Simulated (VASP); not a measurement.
## ScB4: relaxation of cell and atoms with PBE

Crystal: ScB4.

```xyz
5
Lattice="3.3673 0.0000 0.0000 0.0000 3.3673 0.0000 0.0000 0.0000 4.2252" Properties=species:S:1:pos:R:3 pbc="T T T"
Sc    0.0000    0.0000    2.1126
B     1.6836    0.0000    0.0000
B     0.0000    1.6836    0.0000
B     1.6836    1.6836    0.0000
B     1.6836    1.6836    2.1126
```

* Program: VASP 6.6.1
* Task: relaxation of cell and atoms
* Functional: PBE
* Potentials or basis: VASP PAW PBE potentials, release 64 (Sc_sv, B)
* Cutoff: 600 eV
* k mesh: 12 × 12 × 10
* Occupations: gaussian, width 0.1 eV
* Spin: no spin polarisation
* Dipole correction: no
* Further INCAR settings: ALGO = Normal; EDIFF = 1e-06; IBRION = 2; EDIFFG = -0.01; NSW = 100; ISIF = 3

* Relaxed volume: 9.66 Å³/atom
* Relaxed cell: a = 3.358 Å, b = 3.358 Å, c = 4.283 Å, α = 90.00°, β = 90.00°, γ = 90.00°
* Space group after relaxing (to 0.05 Å): P4/mmm (No. 123)
* Energy gained by relaxing: 0.2 meV/atom
* Ionic steps: 6
* Pressure after relaxing: -0.1 GPa

The path:
| step | energy change (eV) | largest force (eV/Å) | pressure (GPa) | volume (Å³) |
| --- | --- | --- | --- | --- |
| 1 | 0.0000 | 0.0000 | 0.26 | 47.91 |
| 2 | -0.0002 | 0.0000 | 0.02 | 48.01 |
| 3 | -0.0004 | 0.0000 | -0.32 | 48.16 |
| 4 | -0.0005 | 0.0000 | -0.30 | 48.17 |
| 5 | -0.0008 | 0.0000 | -0.24 | 48.21 |
| 6 | -0.0010 | 0.0000 | -0.12 | 48.30 |

Final structure:
```
Sc B
1.0
     3.35824    0.00000    0.00000
     0.00000    3.35824    0.00000
     0.00000    0.00000    4.28266
Sc B
1 4
Direct
  0.00000 0.00000 0.50000
  0.50000 0.00000 0.00000
  0.00000 0.50000 0.00000
  0.50000 0.50000 0.00000
  0.50000 0.50000 0.50000
```

Levels at points of the mesh, in eV from the Fermi level:
```
           k point  band 7  band 8  band 9  band 10  band 11  band 12  band 13  band 14  band 15
(0.00, 0.00, 0.00)   -6.33   -6.33   -5.84    -2.37     1.06     2.49     2.49     2.58     2.58
(0.50, 0.00, 0.00)   -5.90   -5.49   -3.63    -2.56    -1.02    -0.26     0.66     0.72     1.83
(0.50, 0.50, 0.00)   -8.74   -5.83   -4.15    -3.61    -2.09    -2.09     0.39     0.39     4.25
(0.00, 0.00, 0.50)   -6.34   -6.34   -0.99    -0.97    -0.97     0.76     1.50     1.50     2.41
(0.50, 0.00, 0.50)   -7.74   -5.16   -4.93    -1.14    -0.38     0.20     0.95     1.90     1.95
(0.50, 0.50, 0.50)   -8.75   -7.35   -5.08    -3.09    -3.09     2.47     2.88     2.92     2.92
```

Wall time 6.3 min on 1 thread of Intel(R) Xeon(R) Platinum 8259CL CPU @ 2.50GHz (Skylake/Cascade Lake), with other jobs on the host, peak memory 0.29 GiB.
